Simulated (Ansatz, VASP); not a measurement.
# Ba2Be in VASP and in Ansatz

Contents of INCAR:

```
PREC = Accurate
ENCUT = 520
EDIFF = 1E-7
ISMEAR = 0
SIGMA = 0.1
LREAL = False
LASPH = True
NELM = 60
ALGO = Normal
ISIF = 2
LWAVE = False
LCHARG = False
GGA = PE
NBANDS = 31
```

Contents of KPOINTS:

```
Automatic mesh
0
Gamma
  4 4 4
```

Contents of POSCAR:

```
Ba2Be
1.0
    5.6455156400      0.0000000000      0.0000000000
    0.0000000000      5.6455156400      0.0000000000
    0.0000000000      0.0000000000      5.6455156400
Ba Be
4 2
Direct
    0.2500000000      0.2500000000      0.7500000000
    0.7500000000      0.2500000000      0.2500000000
    0.2500000000      0.7500000000      0.2500000000
    0.7500000000      0.7500000000      0.7500000000
    0.5000000000      0.5000000000      0.5000000000
    0.0000000000      0.0000000000      0.0000000000
```

Input for Ansatz:

```yaml
crystal:
  lattice:
    - [5.64551564, 0.0, 0.0]
    - [0.0, 5.64551564, 0.0]
    - [0.0, 0.0, 5.64551564]
  atoms:
    - { symbol: Ba, position: [0.25, 0.25, 0.75] }
    - { symbol: Ba, position: [0.75, 0.25, 0.25] }
    - { symbol: Ba, position: [0.25, 0.75, 0.25] }
    - { symbol: Ba, position: [0.75, 0.75, 0.75] }
    - { symbol: Be, position: [0.5, 0.5, 0.5] }
    - { symbol: Be, position: [0.0, 0.0, 0.0] }
basis:
  ecutwfc: 420
kpoints:
  mp_grid: { grid: [4, 4, 4] }
hamiltonian:
  xc: pbe
scf:
  occupations: { method: gaussian, width: 0.1 }
  lower_state_search: "off"
output:
  forces: true
  stress: true
  eigenvalues: true
```

Change from the starting cell: species swapped into the Cu2O type (Pn-3m, No. 224).

Alike in both runs: task single point; functional PBE; k mesh 4 × 4 × 4; occupations gaussian, width 0.1 eV; no spin polarisation.

```csv
,VASP,Ansatz
version,VASP 6.6.1,Ansatz 0.2.0
potentials or method,"VASP PAW PBE potentials, release 64 (Ba_sv, Be), cutoff 520 eV","scalar-relativistic, plane waves, PAW"
valence electrons in the cell,44,44
```

VASP gave:

| Item | Value |
| --- | --- |
| gap on the k mesh at the Fermi level (eV) | none |
| pressure (GPa) | 14.4 |

Problem. What did Ansatz give for the same quantities?

Solution. gap on the k mesh at the Fermi level (eV): none; pressure (GPa): 13.7.

A gap of «none» marks a metal or a gap that the smearing closes.

Spin-orbit coupling is off throughout.
